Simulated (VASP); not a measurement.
# Ta (Im-3m) in VASP: notebook, part 2 of 2

VASP 6.6.1. The steps go on from the part before.

## Step 4: Single point, r2SCAN

Contents of POSCAR:

```
Ta
1.0
   -1.6539393862      1.6539393862      1.6539393862
    1.6539393862     -1.6539393862      1.6539393862
    1.6539393862      1.6539393862     -1.6539393862
Ta
1
Direct
    0.0000000000      0.0000000000      0.0000000000
```

Contents of INCAR.step1:

```
PREC = Accurate
ENCUT = 520
ISMEAR = -1
SIGMA = 0.15
LREAL = False
LASPH = True
NELM = 60
NBANDS = 12
GGA = PE
ALGO = Normal
EDIFF = 1E-4
LWAVE = True
LCHARG = False
```

Contents of INCAR.step2:

```
PREC = Accurate
ENCUT = 520
EDIFF = 1E-6
ISMEAR = -1
SIGMA = 0.15
LREAL = False
LASPH = True
NELM = 60
ALGO = Normal
ISIF = 2
LWAVE = False
LCHARG = True
METAGGA = R2SCAN
LMIXTAU = True
LELF = True
LVHAR = True
NBANDS = 12
ISTART = 1
```

Contents of KPOINTS:

```
regular mesh
0
Gamma
  16 16 16
```

Potentials or basis: VASP PAW PBE potentials, release 64 (Ta_pv).

On the command line:

```console
cat potpaw_PBE.64/Ta_pv/POTCAR > POTCAR
cp INCAR.step1 INCAR
mpirun -np 1 vasp_std > vasp.out
cp INCAR.step2 INCAR
mpirun -np 1 vasp_std > vasp.out
```

OUTCAR:

```text
PREC = Accurate
   ENCUT = 520
   EDIFF = 1E-6
   ISMEAR = -1
   LREAL = False
   LASPH = True
   NELM = 60
   ISIF = 2
   METAGGA = R2SCAN
   ISTART = 1

 ion  position               nearest neighbor table
   1  0.000  0.000  0.000-

  LATTYP: Found a body centered cubic cell.
 ALAT       =     3.3078787724

  Lattice vectors:

 A1 = (  -1.6539393862,   1.6539393862,   1.6539393862)
 A2 = (   1.6539393862,  -1.6539393862,   1.6539393862)
 A3 = (   1.6539393862,   1.6539393862,  -1.6539393862)

Analysis of symmetry for initial positions (statically):
=====================================================================
 Subroutine PRICEL returns:
 Original cell was already a primitive cell.

 Routine SETGRP: Setting up the symmetry group for a
 body centered cubic supercell.

 Subroutine GETGRP returns: Found 48 space group operations
 (whereof 48 operations were pure point group operations)
 out of a pool of 48 trial point group operations.

The static configuration has the point symmetry O_h .

Analysis of symmetry for dynamics (positions and initial velocities):
=====================================================================
 Subroutine PRICEL returns:
 Original cell was already a primitive cell.

 Routine SETGRP: Setting up the symmetry group for a
 body centered cubic supercell.

 Subroutine GETGRP returns: Found 48 space group operations
 (whereof 48 operations were pure point group operations)
 out of a pool of 48 trial point group operations.

The dynamic configuration has the point symmetry O_h .

 Subroutine INISYM returns: Found 48 space group operations
 (whereof 48 operations are pure point group operations),
 and found     1 'primitive' translations

----------------------------------------------------------------------------------------

[... 109 lines left out ...]
     AMIX     =   0.40;   BMIX     =  1.00
     AMIX_MAG =   1.60;   BMIX_MAG =  1.00
  volume/ion in A,a.u.               =      18.10       122.13
  Fermi-wavevector in a.u.,A,eV,Ry     =   1.386754  2.620585 26.165188  1.923087
  Thomas-Fermi vector in A             =   2.511040
   LORBIT       =      0    0 simple, 1 ext, 2 COOP (PROOUT), +10 PAW based schemes
   METAGGA = R2SCAN    functional components
   LHFCALC =     F    Hartree Fock is set to
   AEXX    =    0.0000 exact exchange contribution
   IVDW    =     0    specifies the selected vdW correction
   LEPSILON=     F    determine dielectric tensor
   LRPA    =     F    only Hartree local field effects (RPA)
 non-spin polarized calculation
  energy-cutoff  :      520.00
  volume of cell :       18.10
 maximum number of plane-waves:       496
 NGX is ok and might be reduce to    24
   NGX = 11   NGY = 11   NGZ = 11

 number of electron      11.0000002 magnetization

 Free energy of the ion-electron system (eV)
  ---------------------------------------------------
  ext. energy  EPLUGINS =         0.00000000
  ---------------------------------------------------
  free energy    TOTEN  =       -48.62567593 eV

  energy without entropy =      -48.53408335  energy(sigma->0) =      -48.57987964

 E-fermi :   5.3098     XC(G=0): -13.7435

 val. band max:        5.2914279744   @ k =   0.3750   0.1875   0.0000
 cond. band min:       5.3115341087   @ k =   0.5000   0.5000   0.1875
 fundamental gap:      0.0201061343
 Fermi energy:         5.3098475619

 k-point     1 :       0.0000    0.0000    0.0000
  band No.  band energies     occupation
      1     -28.9522      2.00000
      2     -28.9522      2.00000
      3     -28.9522      2.00000
      4      -3.0247      2.00000
      5       6.1287      0.00848
      6       6.1287      0.00848
      7       6.1287      0.00848
      8       9.6027      0.00000
      9       9.6027      0.00000
     10      17.3794      0.00000
     11      21.0410      0.00000
     12      21.0410      0.00000
[... 331 lines left out ...]
 k-point    24 :       0.2500    0.1875    0.0000
  band No.  band energies     occupation
      1     -29.9098      2.00000
      2     -29.3467      2.00000
      3     -29.0567      2.00000
      4       1.4073      2.00000
      5       3.9966      1.99968
      6       4.6474      1.97613
      7       8.8788      0.00000
      8      10.4672      0.00000
      9      12.2750      0.00000
     10      17.3747      0.00000
     11      18.7468      0.00000
     12      21.4895      0.00000

 [... further k-points ...]
[... 5 lines left out ...]
  --------------------------------------------------------------------------------------
  -------------------------------------------------------------------------------------
  Total        0.0676736      0.0676736      0.0676736     -0.0000000      0.0000000     -0.0000000
  in kB        5.9911658      5.9911658      5.9911658     -0.0000000      0.0000000     -0.0000000
  external PRESSURE =       5.9911658 kB  Pullay stress =       0.0000000 kB

 VOLUME and BASIS-vectors are now :
 -----------------------------------------------------------------------------
  energy-cutoff  :      520.00
  volume of cell :       18.10
      direct lattice vectors                 reciprocal lattice vectors
    -1.653939386  1.653939386  1.653939386     0.000000000  0.302308539  0.302308539
     1.653939386 -1.653939386  1.653939386     0.302308539  0.000000000  0.302308539
     1.653939386  1.653939386 -1.653939386     0.302308539  0.302308539  0.000000000

 POSITION                                       TOTAL-FORCE (eV/Angst)
 -----------------------------------------------------------------------------------
      0.00000      0.00000      0.00000        -0.000000      0.000000     -0.000000
 -----------------------------------------------------------------------------------
    total drift:                               -0.000000      0.000000      0.000000

  FREE ENERGIE OF THE ION-ELECTRON SYSTEM (eV)
  ---------------------------------------------------
  free  energy   TOTEN  =       -48.6256759259 eV

  energy  without entropy=      -48.5340833455  energy(sigma->0) =      -48.57987964
```

OUTCAR.step1:

```text
PREC = Accurate
   ENCUT = 520
   ISMEAR = -1
   LREAL = False
   LASPH = True
   NELM = 60
[... 575 lines left out ...]
 POSITION                                       TOTAL-FORCE (eV/Angst)
 -----------------------------------------------------------------------------------
      0.00000      0.00000      0.00000        -0.000000      0.000000      0.000000
 -----------------------------------------------------------------------------------
    total drift:                               -0.000000      0.000000      0.000000

  FREE ENERGIE OF THE ION-ELECTRON SYSTEM (eV)
  ---------------------------------------------------
  free  energy   TOTEN  =       -11.8595341108 eV

  energy  without entropy=      -11.7628021674  energy(sigma->0) =      -11.81116814
```

Wall time 60 s (1 thread of Intel Xeon Platinum 8488C (Sapphire Rapids), shared host); peak memory 0.16 GiB.

What came out:

```yaml
Free_energy: -48.6257 eV
Pressure: 0.6 GPa
```

Levels at points of the mesh, in eV from the Fermi level:
| k point | band 4 | band 5 | band 6 | band 7 | band 8 | band 9 |
| --- | --- | --- | --- | --- | --- | --- |
| (0.00, 0.00, 0.00) | -8.33 | 0.82 | 0.82 | 0.82 | 4.29 | 4.29 |
| (0.50, 0.00, 0.00) | -4.56 | -1.58 | 1.42 | 4.16 | 5.22 | 8.02 |
| (0.50, 0.50, 0.50) | -3.94 | -3.94 | 7.05 | 7.05 | 7.05 | 8.95 |

Caveat: the PAW data sets were made with another functional, which shifts forces and pressure a little; spin-orbit coupling is left out, which moves the levels of the heavy elements.

## Step 5: Overview

| cell | k mesh | smearing | gap on the mesh (eV) | pressure (GPa) |
| --- | --- | --- | --- | --- |
| a = 2.866 Å, angles 109.5°, 1 atom | 8 × 8 × 8 | gaussian 0.1 eV | none | -2.7 |
| a = 2.860 Å, angles 109.5°, 1 atom | 14 × 14 × 14 | gaussian 0.1 eV | none | 0.6 |
| a = 2.865 Å, angles 109.5°, 1 atom | 16 × 16 × 16 | fermi-dirac 0.15 eV | none | 0.6 |

Alike in all rows: task single point; level r2SCAN; potentials or basis VASP PAW PBE potentials, release 64 (Ta_pv); no spin polarisation; cutoff (eV) 520.

Caveats: the PAW data sets were made with another functional, which shifts forces and pressure a little; spin-orbit coupling is left out, which moves the levels of the heavy elements.

Total energies depend on the potentials used, so only differences within one code and one set of settings carry meaning.
